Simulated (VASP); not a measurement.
Write the native input for VASP 6.6.1 that does the following.

- Task: single point
- Functional: PBE
- Potentials or basis: VASP PAW PBE potentials, release 64 (Zn, Cu_sv_GW)
- Cutoff: 820 eV
- k mesh: 11 × 11 × 7
- Occupations: fermi-dirac, width 0.05 eV
- Spin: no spin polarisation
- Dipole correction: no
- Further INCAR settings: ALGO = Normal; EDIFF = 1e-06; NBANDS = 22

The structure of ZnCu lies in POSCAR:

```
ZnCu
1.0
    1.4679278995     -2.0926095531      0.0000000000
    1.4679278995      2.0926095531      0.0000000000
    0.0000000000      0.0000000000      4.0847831128
Zn Cu
1 1
Direct
    0.5000000000      0.5000000000      0.5000000000
    0.0000000000      0.0000000000      0.0000000000
```

The input as run:

INCAR

```
SYSTEM = ZnCu
  PREC = Accurate
  ENCUT = 820
  EDIFF = 1E-6
  ISMEAR = -1
  SIGMA = 0.05
  LREAL = .FALSE.
  LASPH = .TRUE.
  NELM = 120
  ALGO = Normal
  ISIF = 2
  LWAVE = .FALSE.
  LCHARG = .TRUE.
  GGA = PE
  LELF = .TRUE.
  LVHAR = .TRUE.
  NBANDS = 22
  GGA_COMPAT = .FALSE.
```

KPOINTS

```
regular mesh
0
G
  11 11 7
  0 0 0
```

Potentials or basis: VASP PAW PBE potentials, release 64 (Zn, Cu_sv_GW).

Launch:

```bash
$ cat potpaw_PBE.64/Zn/POTCAR potpaw_PBE.64/Cu_sv_GW/POTCAR > POTCAR
$ mpirun -np 1 vasp_std > vasp.out
```

It gave:

```json
{
 "Pressure": "4.5 GPa",
 "Band gap on the k mesh": "zero (an odd number of electrons rules out a gap without spin polarisation)"
}
```

Caveat: the cell stands under pressure.

It took 120 s on 1 thread of AMD EPYC 7R13 Processor (Zen 3), with other jobs on the host, peak memory 0.29 GiB.
